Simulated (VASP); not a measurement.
**ZnO (zincite): single point with RPBE+D3(BJ)**

ZnO (zincite):

```
CELL_PARAMETERS angstrom
3.27083 0.00000 0.00000
-1.63541 2.83262 0.00000
0.00000 0.00000 5.24018
ATOMIC_POSITIONS crystal
Zn 0.66667 0.33333 0.00000
Zn 0.33333 0.66667 0.50000
O 0.33333 0.66667 0.87901
O 0.66667 0.33333 0.37901
```

| Quantity | Value |
| --- | --- |
| Program | VASP 6.6.1 |
| Task | single point |
| Functional | RPBE |
| Dispersion | D3(BJ) |
| Potentials or basis | VASP PAW PBE potentials, release 64 (Zn, O) |
| Cutoff | 520 eV |
| k mesh | 9 × 9 × 5 |
| Occupations | fermi-dirac, width 0.05 eV |
| Spin | no spin polarisation |

```
Pressure                   : -6.9 GPa
Largest force              : 0.086 eV/Å
Band gap on the k mesh     : 0.85 eV, direct
Dispersion energy per atom : -0.815 eV
```

Forces in eV/Å, atoms in the order of the input:
```
Zn   0.000  0.000 -0.086
Zn   0.000  0.000 -0.086
O    0.000  0.000  0.086
O    0.000  0.000  0.086
```

Stress tensor (GPa, compression positive):
```
-7.33  0.00  0.00
 0.00 -7.33  0.00
 0.00  0.00 -6.06
```

Levels at points of the mesh, in eV from the valence-band top:
```tsv
k point	band 16	band 17	band 18	band 19	band 20	band 21
(0.00, 0.00, 0.00)	-0.06	0.00	0.00	0.85	5.24	8.31
```

Wall time 14 s on 1 thread of Intel(R) Xeon(R) 6975P-C (Granite Rapids) (shared host), peak memory 0.19 GiB.

Caveat: the PAW data sets were made with another functional, which shifts forces and pressure a little.
